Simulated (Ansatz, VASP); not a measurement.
# Al2Au in VASP and in Ansatz

The input INCAR:

```
SYSTEM = Al2Au
PREC     = Accurate       ! precision mode
ENCUT    = 500            ! plane-wave cutoff, eV
EDIFF    = 1E-7           ! SCF threshold, eV
ISMEAR   = 0              ! smearing method
SIGMA    = 0.1            ! smearing width, eV
LREAL    = .FALSE.        ! projectors in reciprocal space
LASPH    = .TRUE.         ! aspherical terms in the spheres
NELM     = 120            ! most SCF steps
ALGO     = Normal         ! electronic algorithm
ISIF     = 3              ! what is computed and relaxed
LWAVE    = .FALSE.        ! write WAVECAR
LCHARG   = .FALSE.        ! write CHGCAR
GGA      = PE             ! functional
IBRION   = 2              ! ionic algorithm
NSW      = 80             ! ionic steps
EDIFFG   = -0.015         ! ionic threshold
GGA_COMPAT= .FALSE.      
NELMIN   = 4
```

The input KPOINTS:

```
Automatic mesh
0
G
  8 8 6
  0 0 0
```

File POSCAR:

```
Al2Au
1.0
    3.0308328019      3.0308328019      0.0000000000
   -3.0308328019      3.0308328019      0.0000000000
    0.0000000000      0.0000000000      6.0616656039
Al Au
4 2
Direct
    0.5000000000      0.0000000000      0.2500000000
    0.0000000000      0.5000000000      0.7500000000
    0.5000000000      0.0000000000      0.7500000000
    0.0000000000      0.5000000000      0.2500000000
    0.5000000000      0.5000000000      0.5000000000
    0.0000000000      0.0000000000      0.0000000000
```

Input for Ansatz:

```yaml
crystal:
  lattice:
    - [3.0308328019, 3.0308328019, 0.0]
    - [-3.0308328019, 3.0308328019, 0.0]
    - [0.0, 0.0, 6.0616656039]
  atoms:
    - { symbol: Al, position: [0.5, 0.0, 0.25] }
    - { symbol: Al, position: [0.0, 0.5, 0.75] }
    - { symbol: Al, position: [0.5, 0.0, 0.75] }
    - { symbol: Al, position: [0.0, 0.5, 0.25] }
    - { symbol: Au, position: [0.5, 0.5, 0.5] }
    - { symbol: Au, position: [0.0, 0.0, 0.0] }
basis:
  ecutwfc: 420
kpoints:
  mp_grid: { grid: [8, 8, 6] }
hamiltonian:
  xc: pbe
scf:
  occupations: { method: gaussian, width: 0.1 }
output:
  forces: true
  stress: true
  eigenvalues: true
relax:
  adjacent_minimum: "off"
  f_tol: 0.015
  max_steps: 60
  cell: { stress_tol: 0.15 }
```

Alike in both runs: task relaxation of cell and atoms; functional PBE; k mesh 8 × 8 × 6; occupations gaussian, width 0.1 eV; no spin polarisation.

|  | VASP | Ansatz |
| --- | --- | --- |
| version | VASP 6.6.1 | Ansatz 0.2.0 |
| potentials or method | VASP PAW PBE potentials, release 64 (Al, Au), cutoff 500 eV | scalar-relativistic, plane waves, PAW |
| valence electrons in the cell | 34 | 50 |

Ansatz gave:

* gap on the k mesh at the Fermi level, each at its own relaxed structure (eV): none
* relaxed volume (Å³/atom): 18.56
* relaxed cell length with the largest relative difference (Å): 4.286

Question: What did VASP give for the same quantities?

Answer: gap on the k mesh at the Fermi level, each at its own relaxed structure (eV): none; relaxed volume (Å³/atom): 18.51; relaxed cell length with the largest relative difference (Å): 4.279.

A gap of «none» marks a metal or a gap that the smearing closes. VASP's potentials hold 34 valence electrons a cell and Ansatz's 50, so a difference there can come from the potentials and not from the codes.

Neither program's run includes spin-orbit coupling.
